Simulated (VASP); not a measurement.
# BaO (Fm-3m) in VASP: notebook, part 3 of 4

VASP 6.6.1.

### Step 4. Band structure, HSE06

POSCAR reads:

```
BaO                                     
1.0
    0.0000000000      2.8066082545      2.8066082545
    2.8066082545     -0.0000000000      2.8066082545
    2.8066082545      2.8066082545     -0.0000000000
  Ba              O             
     1     1
Direct
     0.0000000000000000    0.0000000000000000    0.0000000000000000
     0.5000000000000000    0.5000000000000000    0.5000000000000000
```

INCAR.step1 reads:

```
SYSTEM = BaO
  ALGO = Normal
  EDIFF = 1E-5
  ENCUT = 520
  GGA = PE
  ISIF = 2
  ISMEAR = 0
  KPAR = 4
  LASPH = .TRUE.
  LCHARG = .FALSE.
  LREAL = .FALSE.
  LWAVE = .TRUE.
  NBANDS = 15
  NELM = 60
  PREC = Accurate
  SIGMA = 0.02
```

INCAR.step2 reads:

```
SYSTEM = BaO
  ALGO = Normal
  EDIFF = 1E-7
  ENCUT = 520
  GGA = PE
  HFSCREEN = 0.2
  ISIF = 2
  ISMEAR = 0
  ISTART = 1
  KPAR = 4
  LASPH = .TRUE.
  LCHARG = .FALSE.
  LHFCALC = .TRUE.
  LREAL = .FALSE.
  LWAVE = .FALSE.
  NBANDS = 15
  NELM = 60
  PREC = Accurate
  PRECFOCK = Fast
  SIGMA = 0.02
```

KPOINTS reads:

```
k-points
0
G
  6 6 6
  0 0 0
```

KPOINTS_OPT reads:

```
path GXWKGLUWLK,UX
10
line-mode
reciprocal
 0.0000000000  0.0000000000  0.0000000000  G
 0.5000000000  0.0000000000  0.5000000000  X

 0.5000000000  0.0000000000  0.5000000000  X
 0.5000000000  0.2500000000  0.7500000000  W

 0.5000000000  0.2500000000  0.7500000000  W
 0.3750000000  0.3750000000  0.7500000000  K

 0.3750000000  0.3750000000  0.7500000000  K
 0.0000000000  0.0000000000  0.0000000000  G

 0.0000000000  0.0000000000  0.0000000000  G
 0.5000000000  0.5000000000  0.5000000000  L

 0.5000000000  0.5000000000  0.5000000000  L
 0.6250000000  0.2500000000  0.6250000000  U

 0.6250000000  0.2500000000  0.6250000000  U
 0.5000000000  0.2500000000  0.7500000000  W

 0.5000000000  0.2500000000  0.7500000000  W
 0.5000000000  0.5000000000  0.5000000000  L

 0.5000000000  0.5000000000  0.5000000000  L
 0.3750000000  0.3750000000  0.7500000000  K

 0.6250000000  0.2500000000  0.6250000000  U
 0.5000000000  0.0000000000  0.5000000000  X
```

Potentials or basis: VASP PAW PBE potentials, release 64 (Ba_sv, O).

Command:

```
cat potpaw_PBE.64/Ba_sv/POTCAR potpaw_PBE.64/O/POTCAR > POTCAR
cp INCAR.step1 INCAR
mpirun -np 4 vasp_std > vasp.out
cp INCAR.step2 INCAR
mpirun -np 4 vasp_std > vasp.out
```

OUTCAR:

```text
SYSTEM = BaO
   EDIFF = 1E-7
   ENCUT = 520
   GGA = PE
   HFSCREEN = 0.2
   ISIF = 2
   ISMEAR = 0
   ISTART = 1
   LASPH = .TRUE.
   LHFCALC = .TRUE.
   LREAL = .FALSE.
   NELM = 60
   PREC = Accurate
   PRECFOCK = Fast

 ion  position               nearest neighbor table
   1  0.000  0.000  0.000-   2 2.81   2 2.81   2 2.81   2 2.81   2 2.81   2 2.81
   2  0.500  0.500  0.500-   1 2.81   1 2.81   1 2.81   1 2.81   1 2.81   1 2.81

  LATTYP: Found a face centered cubic cell.
 ALAT       =     5.6132165090

  Lattice vectors:

 A1 = (   0.0000000000,   2.8066082545,   2.8066082545)
 A2 = (   2.8066082545,   0.0000000000,   2.8066082545)
 A3 = (   2.8066082545,   2.8066082545,   0.0000000000)

Analysis of symmetry for initial positions (statically):
=====================================================================
 Subroutine PRICEL returns:
 Original cell was already a primitive cell.

 Routine SETGRP: Setting up the symmetry group for a
 face centered cubic supercell.

 Subroutine GETGRP returns: Found 48 space group operations
 (whereof 48 operations were pure point group operations)
[... 177 lines left out ...]
      5     -10.2608      2.00000
      6       0.3630      2.00000
      7       0.3630      2.00000
      8       0.3630      2.00000
      9       5.3628      0.00000
     10       6.7905      0.00000
     11       6.7905      0.00000
     12       6.7905      0.00000
     13       9.0321      0.00000
     14       9.0321      0.00000
[... 257 lines left out ...]
      2     -16.0252      2.00000
      3     -11.4827      2.00000
      4     -11.0526      2.00000
      5     -10.4650      2.00000
      6      -0.3598      2.00000
      7       0.4498      2.00000
      8       0.5380      2.00000
      9       5.3263      0.00000
     10       8.2611      0.00000
     11       8.6829      0.00000
     12      11.6658      0.00000
     13      11.8701      0.00000
     14      14.0523      0.00000
     15      14.3616      0.00000

------------------------ aborting loop because EDIFF is reached ----------------------------------------

  FORCE on cell =-STRESS in cart. coord.  units (eV):
  Direction    XX          YY          ZZ          XY          YZ          ZX
  --------------------------------------------------------------------------------------
  -------------------------------------------------------------------------------------
  Total       -0.4528507     -0.4528507     -0.4528507      0.0000000      0.0000000     -0.0000000
  in kB      -16.4093054    -16.4093054    -16.4093054      0.0000000      0.0000000     -0.0000000
  external PRESSURE =     -16.4093054 kB  Pullay stress =       0.0000000 kB

 VOLUME and BASIS-vectors are now :
 -----------------------------------------------------------------------------
  energy-cutoff  :      520.00
  volume of cell :       44.22
      direct lattice vectors                 reciprocal lattice vectors
     0.000000000  2.806608254  2.806608254    -0.178150976  0.178150976  0.178150976
     2.806608254  0.000000000  2.806608254     0.178150976 -0.178150976  0.178150976
     2.806608254  2.806608254  0.000000000     0.178150976  0.178150976 -0.178150976

 POSITION                                       TOTAL-FORCE (eV/Angst)
 -----------------------------------------------------------------------------------
      0.00000      0.00000      0.00000         0.000000     -0.000000     -0.000000
      2.80661      2.80661      2.80661        -0.000000      0.000000      0.000000
 -----------------------------------------------------------------------------------
    total drift:                               -0.000000     -0.000000     -0.000000

  FREE ENERGIE OF THE ION-ELECTRON SYSTEM (eV)
  ---------------------------------------------------
  free  energy   TOTEN  =       -13.8796669319 eV

  energy  without entropy=      -13.8796669319  energy(sigma->0) =      -13.87966693
```

OUTCAR.step1:

```text
SYSTEM = BaO
   EDIFF = 1E-5
   ENCUT = 520
   GGA = PE
   ISIF = 2
   ISMEAR = 0
[... 500 lines left out ...]
      0.00000      0.00000      0.00000         0.000000      0.000000     -0.000000
      2.80661      2.80661      2.80661        -0.000000     -0.000000      0.000000
 -----------------------------------------------------------------------------------
    total drift:                                0.000000      0.000000      0.000000

  FREE ENERGIE OF THE ION-ELECTRON SYSTEM (eV)
  ---------------------------------------------------
  free  energy   TOTEN  =       -11.8095598466 eV

  energy  without entropy=      -11.8095598466  energy(sigma->0) =      -11.80955985
```

OSZICAR.step1:

```text
N       E                     dE             d eps       ncg     rms          rms(c)
DAV:   1     0.759209818299E+02    0.75921E+02   -0.76092E+03   480   0.974E+02
DAV:   2    -0.108572137010E+02   -0.86778E+02   -0.79244E+02   663   0.199E+02
DAV:   3    -0.143757791587E+02   -0.35186E+01   -0.35027E+01   558   0.410E+01
DAV:   4    -0.144170170393E+02   -0.41238E-01   -0.41231E-01   578   0.466E+00
DAV:   5    -0.144178666515E+02   -0.84961E-03   -0.84960E-03   564   0.584E-01    0.942E+00
DAV:   6    -0.120869613719E+02    0.23309E+01   -0.89618E+00   494   0.213E+01    0.623E+00
DAV:   7    -0.118342710765E+02    0.25269E+00   -0.69596E-01   530   0.637E+00    0.210E+00
DAV:   8    -0.118100013047E+02    0.24270E-01   -0.11174E-01   578   0.331E+00    0.561E-01
DAV:   9    -0.118082122238E+02    0.17891E-02   -0.10969E-02   578   0.969E-01    0.168E-01
DAV:  10    -0.118095741291E+02   -0.13619E-02   -0.29501E-03   494   0.421E-01    0.493E-02
DAV:  11    -0.118095525591E+02    0.21570E-04   -0.16019E-04   606   0.102E-01    0.288E-02
DAV:  12    -0.118095598466E+02   -0.72875E-05   -0.22532E-05   514   0.401E-02
   1 F= -.11809560E+02 E0= -.11809560E+02  d E =-.121782E-42
```

It took 18 min on 4 MPI ranks of Intel Xeon 6975P-C (Granite Rapids), shared host; peak memory 0.37 GiB.

Results:

```yaml
Free_energy: -13.8797 eV
Pressure: -1.6 GPa
Band_gap_on_the_k_mesh: 3.40 eV
Band_gap_along_the_path: 3.40 eV
```

Levels at the corners of the path, in eV from the valence-band top:
| point | band 5 | band 6 | band 7 | band 8 | band 9 | band 10 | band 11 | band 12 |
| --- | --- | --- | --- | --- | --- | --- | --- | --- |
| Γ | -10.91 | -0.28 | -0.28 | -0.28 | 4.72 | 6.15 | 6.15 | 6.15 |
| X | -11.46 | -0.12 | -0.12 | 0.00 | 3.40 | 7.33 | 10.35 | 10.73 |
| X | -11.46 | -0.12 | -0.12 | 0.00 | 3.40 | 7.33 | 10.35 | 10.73 |
| W | -10.99 | -1.28 | -0.18 | -0.18 | 6.03 | 6.03 | 8.22 | 11.23 |
| W | -10.99 | -1.28 | -0.18 | -0.18 | 6.03 | 6.03 | 8.22 | 11.23 |
| K | -11.31 | -0.87 | -0.69 | -0.13 | 4.82 | 7.98 | 8.36 | 10.10 |
| K | -11.31 | -0.87 | -0.69 | -0.13 | 4.82 | 7.98 | 8.36 | 10.10 |
| Γ | -10.91 | -0.28 | -0.28 | -0.28 | 4.72 | 6.15 | 6.15 | 6.15 |
| Γ | -10.91 | -0.28 | -0.28 | -0.28 | 4.72 | 6.15 | 6.15 | 6.15 |
| L | -11.01 | -1.92 | -1.40 | -1.40 | 6.33 | 8.65 | 8.65 | 9.38 |
| L | -11.01 | -1.92 | -1.40 | -1.40 | 6.33 | 8.65 | 8.65 | 9.38 |
| U | -11.31 | -0.87 | -0.69 | -0.13 | 4.82 | 7.98 | 8.36 | 10.10 |
| U | -11.31 | -0.87 | -0.69 | -0.13 | 4.82 | 7.98 | 8.36 | 10.10 |
| W | -10.99 | -1.28 | -0.18 | -0.18 | 6.03 | 6.03 | 8.22 | 11.23 |
| W | -10.99 | -1.28 | -0.18 | -0.18 | 6.03 | 6.03 | 8.22 | 11.23 |
| L | -11.01 | -1.92 | -1.40 | -1.40 | 6.33 | 8.65 | 8.65 | 9.38 |
| L | -11.01 | -1.92 | -1.40 | -1.40 | 6.33 | 8.65 | 8.65 | 9.38 |
| K | -11.31 | -0.87 | -0.69 | -0.13 | 4.82 | 7.98 | 8.36 | 10.10 |
| U | -11.31 | -0.87 | -0.69 | -0.13 | 4.82 | 7.98 | 8.36 | 10.10 |
| X | -11.46 | -0.12 | -0.12 | 0.00 | 3.40 | 7.33 | 10.35 | 10.73 |

Caveat: the PAW data sets were made with another functional, which shifts forces and pressure a little; spin-orbit coupling is left out, which moves the levels of the heavy elements.

(Continued in part 4 of 4.)
